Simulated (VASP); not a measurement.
A run of VASP 6.6.1:

Contents of INCAR:

```
SYSTEM = Al2OsN3
PREC     = Accurate       ! precision mode
ENCUT    = 600            ! plane-wave cutoff, eV
EDIFF    = 1E-6           ! SCF threshold, eV
ISMEAR   = 0              ! smearing method
SIGMA    = 0.1            ! smearing width, eV
LREAL    = .False.        ! projectors in reciprocal space
LASPH    = .True.         ! aspherical terms in the spheres
NELM     = 150            ! most SCF steps
ALGO     = Normal         ! electronic algorithm
ISIF     = 3              ! what is computed and relaxed
LWAVE    = .False.        ! write WAVECAR
LCHARG   = .False.        ! write CHGCAR
ISPIN    = 2              ! spin polarisation
MAGMOM   = 0 0 1 0 0 0    ! initial moments
LORBIT   = 11             ! projections on sites
LMAXMIX  = 4              ! l up to which the mixer works
GGA      = PE             ! functional
IBRION   = 2              ! ionic algorithm
NSW      = 90             ! ionic steps
EDIFFG   = -0.04          ! ionic threshold
```

Contents of KPOINTS:

```
regular mesh
0
Gamma
  6 6 6
  0 0 0
```

POSCAR

```
Al2OsN3
1.0
    2.3417038400      1.3519833400      3.8052223200
   -2.3417038400      1.3519833400      3.8052223200
    0.0000000000     -2.7039666900      3.8052223200
Al Os N
2 1 3
Direct
    0.6170832500      0.6170832500      0.6170832500
    0.3829167500      0.3829167500      0.3829167500
    0.0000000000      0.0000000000      0.0000000000
    0.5000000000      0.0000000000      0.0000000000
    0.0000000000      0.5000000000      0.0000000000
    0.0000000000      0.0000000000      0.5000000000
```

Potentials or basis: VASP PAW PBE potentials, release 64 (Al, Os, N).

Command:

```bash
$ cat potpaw_PBE.64/Al/POTCAR potpaw_PBE.64/Os/POTCAR potpaw_PBE.64/N/POTCAR > POTCAR
$ mpirun -np 1 vasp_std > vasp.out
```

Hardware: 1 thread of Intel(R) Xeon(R) 6975P-C (Granite Rapids), on a shared host.

Task: How long does it take, and how much memory?

Result: Wall time 21 min on 1 thread of Intel(R) Xeon(R) 6975P-C (Granite Rapids) (shared host), peak memory 0.35 GiB. Counts: scf iterations 229, k points 32, ion steps 30.
